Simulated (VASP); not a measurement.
# B2Pd3Pt: relaxation of cell and atoms with PBE

The system is B2Pd3Pt.

```
CELL_PARAMETERS angstrom
4.70000 0.00000 0.00000
0.00000 3.10000 0.00000
0.00000 0.00000 5.15000
ATOMIC_POSITIONS crystal
B 0.00000 0.00000 0.00000
B 0.50000 0.50000 0.50000
Pd 0.24000 0.50000 0.84000
Pd 0.76000 0.50000 0.16000
Pd 0.74000 0.00000 0.66000
Pt 0.26000 0.00000 0.34000
```

- Program: VASP 6.6.1
- Task: relaxation of cell and atoms
- Functional: PBE
- Potentials or basis: VASP PAW PBE potentials, release 64 (B, Pd, Pt)
- Cutoff: 600 eV
- k mesh: 4 × 5 × 3
- Occupations: gaussian, width 0.2 eV
- Spin: no spin polarisation
- Dipole correction: no
- Further INCAR settings: ALGO = Fast; EDIFF = 1e-06; IBRION = 2; EDIFFG = -0.08; NSW = 36; ISIF = 3

* Relaxed volume: 13.04 Å³/atom
* Relaxed cell: a = 4.736 Å, b = 3.178 Å, c = 5.199 Å, α = 90.00°, β = 91.10°, γ = 90.00°
* Space group after relaxing (to 0.1 Å): Pm (No. 6)
* Energy gained by relaxing: 21.7 meV/atom
* Ionic steps: 6
* Pressure after relaxing: 0.3 GPa
* Largest force after relaxing: 0.079 eV/Å
* Band gap on the k mesh: zero (bands 23 and 24 overlap by 2.00 eV)

Forces in eV/Å, atoms in the order of the input:
```
B    0.007  0.000  0.006
B   -0.004  0.000  0.013
Pd   0.021  0.000  0.013
Pd  -0.001  0.000 -0.027
Pd   0.030  0.000 -0.064
Pt  -0.053  0.000  0.059
```

Stress tensor (GPa, compression positive):
```
-0.33  0.00  0.30
 0.00  0.66  0.00
 0.30  0.00  0.46
```

The path:
| step | energy change (eV) | largest force (eV/Å) | pressure (GPa) | volume (Å³) |
| --- | --- | --- | --- | --- |
| 1 | 0.0000 | 0.6461 | 9.58 | 75.04 |
| 2 | 0.0721 | 0.4038 | -11.15 | 83.44 |
| 3 | -0.1118 | 0.3911 | -0.75 | 78.54 |
| 4 | -0.1118 | 0.3913 | -0.54 | 78.47 |
| 5 | -0.1277 | 0.1430 | -0.08 | 78.32 |
| 6 | -0.1303 | 0.0790 | 0.26 | 78.23 |

Final structure:
```xyz
6
Lattice="4.7353 0.0000 -0.0456 0.0000 3.1778 0.0000 -0.0499 0.0000 5.1989" Properties=species:S:1:pos:R:3 pbc="T T T"
B     0.0109    0.0000    0.0170
B     2.3109    1.5889    2.5592
Pd    1.1018    1.5889    4.3545
Pd    3.5779    1.5889    0.7896
Pd    3.4982    0.0000    3.4101
Pt    1.2139    0.0000    1.7530
```

Levels at points of the mesh, in eV from the Fermi level:
| k point | band 20 | band 21 | band 22 | band 23 | band 24 | band 25 | band 26 | band 27 |
| --- | --- | --- | --- | --- | --- | --- | --- | --- |
| (0.00, 0.00, 0.00) | -1.70 | -1.67 | -1.53 | -0.10 | 0.64 | 1.58 | 2.43 | 2.50 |
| (0.50, 0.00, 0.00) | -1.99 | -1.72 | -1.61 | -1.40 | -1.32 | 1.88 | 2.27 | 4.57 |

It took 110 s on 1 thread of Intel(R) Xeon(R) 6975P-C (Granite Rapids), with other jobs on the host, peak memory 0.25 GiB.

Caveat: the k points lie up to 0.40 Å⁻¹ apart in the final cell, too coarse for converged energies and pressures of a metal; spin-orbit coupling is left out, which moves the levels of the heavy elements; the relaxation stopped at a loose force limit of 0.08 eV/Å, so its end isn't a converged minimum.
